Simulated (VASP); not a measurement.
Input of a VASP 6.6.1 run:

INCAR

```
SYSTEM = Ni2O
PREC = Accurate
ENCUT = 520
EDIFF = 1E-6
ISMEAR = 0
SIGMA = 0.1
LREAL = .False.
LASPH = .True.
NELM = 150
ALGO = Normal
ISIF = 2
LWAVE = .False.
LCHARG = .False.
ISPIN = 2
MAGMOM = 2 2 2 2 0 0
LORBIT = 11
LMAXMIX = 4
GGA = PE
NBANDS = 39
```

The input KPOINTS:

```
regular mesh
0
Gamma
  6 6 4
  0 0 0
```

File POSCAR:

```
Ni2O
1.0
    3.1991051307      0.0000000000      0.0000000000
    0.0000000000      3.1991051307      0.0000000000
    0.0000000000      0.0000000000      4.8811997373
Ni O
4 2
Direct
    0.0000000000      0.0000000000      0.0000000000
    0.5000000000      0.5000000000      0.0000000000
    0.0000000000      0.5000000000      0.2700000000
    0.5000000000      0.0000000000      0.7300000000
    0.0000000000      0.5000000000      0.7000000000
    0.5000000000      0.0000000000      0.3000000000
```

Potentials or basis: VASP PAW PBE potentials, release 64 (Ni, O).

Launch:

```sh
$ cat potpaw_PBE.64/Ni/POTCAR potpaw_PBE.64/O/POTCAR > POTCAR
$ mpirun -np 1 vasp_std > vasp.out
```

Predict the site moments.

Ni +0.88, +0.96 (each value once); O +0.19 μB.

What does it give for the net moment?

4.20 μB per cell.

What does it give for the pressure?

86.9 GPa.

What does it give for the largest force?

7.976 eV/Å.

Stress tensor (GPa, compression positive):
```
87.37  0.00  0.00
 0.00 87.37  0.00
 0.00  0.00 85.92
```

Caveat: the cell stands under pressure; forces of over 1 eV/Å act on the atoms, so gaps and moduli don't describe the material at rest.
